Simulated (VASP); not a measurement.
Input of a VASP 6.6.1 run:

INCAR

```
PREC = Accurate
ENCUT = 520
EDIFF = 1E-6
ISMEAR = 1
SIGMA = 0.01
LREAL = F
LASPH = T
NELM = 100
ALGO = Normal
ISIF = 2
LWAVE = F
LCHARG = F
GGA = PE
NBANDS = 11
```

The input KPOINTS:

```
regular mesh
0
Gamma
  12 12 11
```

Contents of POSCAR:

```
Ca
1.0
    2.9137484871      0.0000000000      0.0000000000
   -1.4568742435      2.5233802101      0.0000000000
    0.0000000000      0.0000000000      2.6306085506
Ca
1
Direct
    0.0000000000      0.0000000000      0.0000000000
```

Potentials or basis: VASP PAW PBE potentials, release 64 (Ca_sv).

The run is started by

```bash
$ cat potpaw_PBE.64/Ca_sv/POTCAR > POTCAR
$ mpirun -np 1 vasp_std > vasp.out
```

(1) Estimate the pressure.

(2) Predict the band gap on the k mesh.

Results:

(1) 37.5 GPa.

(2) zero (bands 5 and 6 overlap by 1.19 eV).

Caveat: the cell stands under pressure.
